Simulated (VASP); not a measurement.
# Mg (a cell with a defect) in VASP: further runs, part 2 of 2

VASP 6.6.1. Earlier steps stand in the parts before.

### Step 5. Single point, PBE

The input, INCAR:

```
PREC     = Accurate       # precision mode
ENCUT    = 520            # plane-wave cutoff, eV
EDIFF    = 1E-6           # SCF threshold, eV
ISMEAR   = 0              # smearing method
SIGMA    = 0.1            # smearing width, eV
LREAL    = Auto         
LASPH    = True           # aspherical terms in the spheres
NELM     = 80             # most SCF steps
ALGO     = Normal         # electronic algorithm
ISIF     = 2              # what is computed and relaxed
LWAVE    = False          # write WAVECAR
LCHARG   = True           # write CHGCAR
GGA      = PE             # functional
LELF     = True           # ELF
LVHAR    = True         
NBANDS   = 28             # bands
```

The input, KPOINTS:

```
regular mesh
0
Gamma
  3 3 2
```

The input, POSCAR:

```
Mg
1.0
    6.5143765200      0.0000057700      0.0000000000
    3.2571832600      5.6416184400      0.0000000000
    0.0000000000      0.0000000000     10.5762520000
Mg
15
Direct
    0.3547252460      0.3197972306      0.1223444752
    0.1508528323      0.1750122133      0.3733739514
    0.3208843511      0.3434128290      0.6248314620
    0.1690366635      0.1659413933      0.8740255054
    0.3547633730      0.8264259632      0.1223389912
   -0.1108197835      0.8059140631      0.1622159722
    0.3208935136      0.8365638688      0.6248073514
    0.1661104053      0.6674154024      0.8788491424
    0.8455141366      0.3277222912      0.1274302087
    0.6484432084      0.1814364565      0.3803553471
    0.8243859064      0.3382618416      0.6234722849
    0.6728849778      0.1630810604      0.8764724971
    0.6485346643      0.6710776878      0.3803497685
    0.8314576727      0.8347358568      0.6255650868
    0.6728948637      0.6649615101      0.8764636092
```

Potentials or basis: VASP PAW PBE potentials, release 64 (Mg).

Started as:

```sh
$ cat potpaw_PBE.64/Mg/POTCAR > POTCAR
$ mpirun -np 1 vasp_std > vasp.out
```

OUTCAR:

```text
PREC = Accurate
   ENCUT = 520
   EDIFF = 1E-6
   ISMEAR = 0
   LREAL = Auto
   LASPH = True
   NELM = 80
   ISIF = 2
   GGA = PE

 ion  position               nearest neighbor table
   1  0.355  0.320  0.122-   6 3.13  12 3.16  10 3.19   5 3.21   9 3.22   8 3.24   4 3.25   9 3.29
                             5 3.30   2 3.31   6 3.44
   2  0.151  0.175  0.373-   9 3.12  11 3.22  13 3.25  10 3.25  10 3.26  13 3.26   7 3.27   3 3.27
                             5 3.31   1 3.31
   3  0.321  0.343  0.625-  10 3.18  14 3.19   7 3.21   4 3.23   8 3.25  11 3.25  11 3.26   2 3.27
                             7 3.30  14 3.32  12 3.32
   4  0.169  0.166  0.874-   3 3.23   7 3.23  15 3.24  12 3.24   9 3.24   5 3.25   1 3.25   8 3.26
                             8 3.26  12 3.27  15 3.27  11 3.29
   5  0.355  0.826  0.122-   6 3.13  15 3.16  13 3.19   1 3.21   9 3.22   8 3.24   4 3.25   9 3.29
                             1 3.30   2 3.31   6 3.44
   6  0.889  0.806  0.162-   1 3.13   5 3.13  13 3.15  10 3.15   9 3.29   9 3.29   8 3.38   5 3.44
                             1 3.44  12 3.64  15 3.64
   7  0.321  0.837  0.625-  13 3.18  14 3.19   3 3.21   4 3.23   8 3.25  11 3.25  11 3.26   2 3.27
                             3 3.30  14 3.32  15 3.32
   8  0.166  0.667  0.879-  15 3.22  12 3.22   1 3.24   5 3.24   7 3.25   3 3.25   4 3.26   4 3.26
                            14 3.28  12 3.29  15 3.29   6 3.38
   9  0.846  0.328  0.127-   2 3.12   5 3.22   1 3.22   4 3.24  15 3.27  12 3.27   6 3.29   6 3.29
                             1 3.29   5 3.29  13 3.31  10 3.31
  10  0.648  0.181  0.380-   6 3.15   3 3.18  11 3.18  13 3.19   1 3.19  14 3.25   2 3.25   2 3.26
                             9 3.31  13 3.32
  11  0.824  0.338  0.623-  10 3.18  13 3.18   2 3.22  15 3.25  12 3.25   3 3.25   7 3.25  14 3.26
                            14 3.26   7 3.26   3 3.26   4 3.29
  12  0.673  0.163  0.876-   1 3.16   8 3.22  14 3.24   4 3.24  15 3.24  11 3.25   9 3.27  15 3.27
                             4 3.27   8 3.29   3 3.32   6 3.64
  13  0.649  0.671  0.380-   6 3.15   7 3.18  11 3.18  10 3.19   5 3.19  14 3.25   2 3.25   2 3.26
                             9 3.31  10 3.32
  14  0.831  0.835  0.626-   7 3.19   3 3.19  15 3.24  12 3.24  13 3.25  10 3.25  11 3.26  11 3.26
                             8 3.28   3 3.32   7 3.32
  15  0.673  0.665  0.876-   5 3.16   8 3.22  14 3.24   4 3.24  12 3.24  11 3.25   9 3.27  12 3.27
                             4 3.27   8 3.29   7 3.32   6 3.64

  LATTYP: Found a hexagonal cell.
 ALAT       =     6.5143765175
 C/A-ratio  =     1.6235248257

  Lattice vectors:

 A1 = (  -3.2571832600,  -5.6416184400,   0.0000000000)
 A2 = (   6.5143765200,   0.0000057700,   0.0000000000)
 A3 = (   0.0000000000,   0.0000000000,  10.5762520000)

Analysis of symmetry for initial positions (statically):
=====================================================================
 Subroutine PRICEL returns:
 Original cell was already a primitive cell.

 Routine SETGRP: Setting up the symmetry group for a
 hexagonal supercell.

 Subroutine GETGRP returns: Found  1 space group operations
 (whereof  1 operations were pure point group operations)
 out of a pool of 24 trial point group operations.

The static configuration has the point symmetry C_1 .

Analysis of symmetry for dynamics (positions and initial velocities):
=====================================================================
 Subroutine PRICEL returns:
 Original cell was already a primitive cell.

[... 110 lines left out ...]
   ISTART =      0    job   : 0-new  1-cont  2-samecut
   ICHARG =      2    charge: 1-file 2-atom 10-const
   ISPIN  =      1    spin polarized calculation?
   LNONCOLLINEAR =      F non collinear calculations
   LSORBIT =      F    spin-orbit coupling
   LASPH  =      T    aspherical Exc in radial PAW
   ENCUT  =  520.0 eV  38.22 Ry    6.18 a.u.  12.11 12.11 19.66*2*pi/ulx,y,z
   NELM   =     80;   NELMIN=  2; NELMDL= -5     # of ELM steps
   EDIFF  = 0.1E-05   stopping-criterion for ELM
   LREAL  =      T    real-space projection
   EDIFFG = 0.1E-04   stopping-criterion for IOM
   NSW    =      0    number of steps for IOM
   IBRION =     -1    ionic relax: 0-MD 1-quasi-New 2-CG
   NFREE  =      0    steps in history (QN), initial steepest desc. (CG)
   ISIF   =      2    stress and relaxation
   ISYM   =      2    0-nonsym 1-usesym 2-fastsym
   POTIM  = 0.5000    time-step for ionic-motion
   TEBEG  =    0.0;   TEEND  =   0.0 temperature during run
   PSTRESS=    0.0 pullay stress
   NELECT =      30.0000    total number of electrons
   NUPDOWN=      -1.0000    fix difference up-down
   EMIN   =  10.00;   EMAX   =-10.00  energy-range for DOS
   EFERMI =   0.00;   METHOD = LEGACY
   ISMEAR =     0;   SIGMA  =   0.10  broadening in eV -4-tet -1-fermi 0-gaus
   EFERMI_NEDOS =   21; number of points for ismear=-14 and -15
   IALGO  =     38    algorithm
   IMIX   =      4    mixing-type and parameters
     AMIX     =   0.40;   BMIX     =  1.00
     AMIX_MAG =   1.60;   BMIX_MAG =  1.00
  volume/ion in A,a.u.               =      25.91       174.87
  Fermi-wavevector in a.u.,A,eV,Ry     =   0.697021  1.317179  6.610231  0.485838
  Thomas-Fermi vector in A             =   1.780233
   LORBIT       =      0    0 simple, 1 ext, 2 COOP (PROOUT), +10 PAW based schemes
   GGA     = PE    functional components
   LHFCALC =     F    Hartree Fock is set to
   AEXX    =    0.0000 exact exchange contribution
   IVDW    =     0    specifies the selected vdW correction
   LEPSILON=     F    determine dielectric tensor
   LRPA    =     F    only Hartree local field effects (RPA)
 non-spin polarized calculation
 Gauss-broadening in eV      SIGMA  =   0.10
  energy-cutoff  :      520.00
  volume of cell :      388.69
 maximum number of plane-waves:     10483
   NGX = 25   NGY = 25   NGZ = 39

 number of electron      30.0000000 magnetization

 Free energy of the ion-electron system (eV)
  ---------------------------------------------------
  ext. energy  EPLUGINS =         0.00000000
  ---------------------------------------------------
  free energy    TOTEN  =       -20.98882937 eV

  energy without entropy =      -20.94346078  energy(sigma->0) =      -20.96614508

 E-fermi :   2.0446     XC(G=0):  -8.0855

 val. band max:        2.0088191774   @ k =  -0.3333   0.3333   0.0000
 cond. band min:       2.1288424760   @ k =  -0.3333   0.3333   0.5000
 fundamental gap:      0.1200232986
 Fermi energy:         2.0445837671

 k-point     1 :       0.0000    0.0000    0.0000
  band No.  band energies     occupation
      1      -4.4848      2.00000
      2      -3.2426      2.00000
      3      -2.9944      2.00000
      4      -0.0275      2.00000
      5       0.0183      2.00000
      6       0.0209      2.00000
[... 289 lines left out ...]
     26       4.9284      0.00000
     27       4.9935      0.00000
 [bands above 27 left out]

------------------------ aborting loop because EDIFF is reached ----------------------------------------

  FORCE on cell =-STRESS in cart. coord.  units (eV):
  Direction    XX          YY          ZZ          XY          YZ          ZX
  --------------------------------------------------------------------------------------
  -------------------------------------------------------------------------------------
  Total       -6.3769721     -6.8896865     -2.2397638     -0.4446307      0.4307621     -0.7482218
  in kB      -26.2855438    -28.3989255     -9.2321886     -1.8327444      1.7755786     -3.0841308
  external PRESSURE =     -21.3055526 kB  Pullay stress =       0.0000000 kB

 VOLUME and BASIS-vectors are now :
 -----------------------------------------------------------------------------
  energy-cutoff  :      520.00
  volume of cell :      388.69
      direct lattice vectors                 reciprocal lattice vectors
     6.514376520  0.000005770  0.000000000     0.153506711 -0.088626959  0.000000000
     3.257183260  5.641618440  0.000000000    -0.000000157  0.177254191  0.000000000
     0.000000000  0.000000000 10.576252000     0.000000000  0.000000000  0.094551454

 POSITION                                       TOTAL-FORCE (eV/Angst)
 -----------------------------------------------------------------------------------
      3.35245      1.80418      1.29395        -0.009400      0.017866      0.028663
      1.55276      0.98735      3.94890         0.021916     -0.012827      0.024999
      3.20892      1.93741      6.60837         0.015353     -0.005510      0.010731
      1.64167      0.93618      9.24391         0.004166     -0.002654      0.015720
      5.00288      4.66238      1.29389        -0.020022     -0.000179      0.028624
      8.41746      4.54666      1.71564        -0.122723      0.070351     -0.224891
      4.81526      4.71958      6.60812         0.012736     -0.010234      0.011088
      3.25600      3.76530      9.29493         0.017776     -0.010143      0.020966
      6.57545      1.84889      1.34773        -0.002645      0.001498      0.005601
      4.81518      1.02360      4.02273         0.026311     -0.023494      0.009896
      6.47214      1.90835      6.59400         0.010488     -0.005823      0.004606
      4.91461      0.92005      9.26979         0.005825     -0.000220      0.022222
      6.41062      3.78597      4.02267         0.033325     -0.011000      0.009418
      8.13532      4.70927      6.61613         0.004002     -0.002625      0.010528
      6.54939      3.75146      9.26970         0.002891     -0.005005      0.021830
 -----------------------------------------------------------------------------------
    total drift:                               -0.000468      0.001032      0.001634

  FREE ENERGIE OF THE ION-ELECTRON SYSTEM (eV)
  ---------------------------------------------------
  free  energy   TOTEN  =       -20.9888293697 eV

  energy  without entropy=      -20.9434607842  energy(sigma->0) =      -20.96614508
```

It took 3.6 min on 1 thread of Intel Xeon 8259CL, shared host; peak memory 0.43 GiB.

What came out:

```yaml
Free_energy: -20.9888 eV
Pressure: -2.1 GPa
Largest_force: 0.266 eV/Å
Band_gap_on_the_k_mesh: zero (bands 15 and 16 overlap by 1.04 eV)
```

Forces on the atoms (eV/Å):
```
Mg  -0.009  0.018  0.029
Mg   0.022 -0.013  0.025
Mg   0.015 -0.006  0.011
Mg   0.004 -0.003  0.016
Mg  -0.020  0.000  0.029
Mg  -0.123  0.070 -0.225
Mg   0.013 -0.010  0.011
Mg   0.018 -0.010  0.021
Mg  -0.003  0.001  0.006
Mg   0.026 -0.023  0.010
Mg   0.010 -0.006  0.005
Mg   0.006  0.000  0.022
Mg   0.033 -0.011  0.009
Mg   0.004 -0.003  0.011
Mg   0.003 -0.005  0.022
```

Caveat: the k points lie up to 0.37 Å⁻¹ apart, too coarse for converged energies and pressures of a metal.
